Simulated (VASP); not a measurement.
**LiBr: single point with PBE+D3(BJ)**

The system is LiBr.

```
Li Br
1.0
     0.00000    2.72269    2.72269
     2.72269    0.00000    2.72269
     2.72269    2.72269    0.00000
Li Br
1 1
Direct
  0.00000 0.00000 0.00000
  0.50000 0.50000 0.50000
```

| Property | Result |
| --- | --- |
| Program | VASP 6.6.1 |
| Task | single point |
| Functional | PBE |
| Dispersion | D3(BJ) |
| Potentials or basis | VASP PAW PBE potentials, release 64 (Li_sv, Br) |
| Cutoff | 750 eV |
| k mesh | 1 × 2 × 3, shifted |
| Occupations | gaussian, width 0.1 eV |
| Spin | no spin polarisation |

```yaml
Dispersion_energy_per_atom: -0.248 eV
```

Levels at points of the mesh, in eV from the Fermi level:
```
           k point  band 1  band 2  band 3  band 4  band 5  band 6  band 7  band 8  band 9  band 10
(0.25, 0.12, 0.08)  -42.10  -13.05   -0.35    0.05    0.41    7.90   10.84   11.21   11.74    12.65
```

Wall time 14 s on 1 thread of Intel Xeon 8259CL (shared host), peak memory 0.2 GiB.

Caveat: the k points lie up to 2.00 Å⁻¹ apart; the cell carries a net charge on a neutralising background, which shifts energy and pressure; the cell is charged against a uniform background, so pressure and absolute levels hang on convention; three body term missing; an odd number of electrons without spin polarisation forces a metal; a magnetic or distorted state may lie lower.
